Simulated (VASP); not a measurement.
Write the native input for VASP 6.6.1 that does the following.

```yaml
Task: single point
Functional: RPBE
Potentials_or_basis: VASP PAW PBE potentials, release 64 (Sr_sv, O)
Cutoff: 520 eV
k_mesh: 9 × 9 × 9
Occupations: fermi-dirac, width 0.05 eV
Spin: no spin polarisation
Dipole_correction: no
Further_INCAR_settings: ALGO = Normal; EDIFF = 1e-07; NBANDS = 15
```

The structure of SrO lies in POSCAR:

```
SrO
1.0
    0.0000000000      2.5832958595      2.5832958595
    2.5832958595      0.0000000000      2.5832958595
    2.5832958595      2.5832958595      0.0000000000
Sr O
1 1
Direct
    0.5000000000      0.5000000000      0.5000000000
    0.0000000000      0.0000000000      0.0000000000
```

One way to write it, as run:

INCAR

```
PREC = Accurate ; ENCUT = 520
EDIFF = 1E-7 ; ISMEAR = -1
SIGMA = 0.05 ; LREAL = F
LASPH = T ; NELM = 100
ALGO = Normal ; ISIF = 2
LWAVE = F ; LCHARG = T
GGA = RP ; LELF = T
LVHAR = T ; NBANDS = 15
```

KPOINTS

```
Automatic mesh
0
Gamma
  9 9 9
```

Potentials or basis: VASP PAW PBE potentials, release 64 (Sr_sv, O).

Run with:

```bash
$ cat potpaw_PBE.64/Sr_sv/POTCAR potpaw_PBE.64/O/POTCAR > POTCAR
$ mpirun -np 1 vasp_std > vasp.out
```

Results of the run:

* Pressure: 5.0 GPa
* Band gap on the k mesh: 3.44 eV, indirect (least direct gap 3.55 eV)

Caveat: the PAW data sets were made with another functional, which shifts forces and pressure a little.

Run time: 35 s on 1 thread of AMD EPYC 7R43 64-Core Processor (Zen 3) (shared host), peak memory 0.13 GiB.
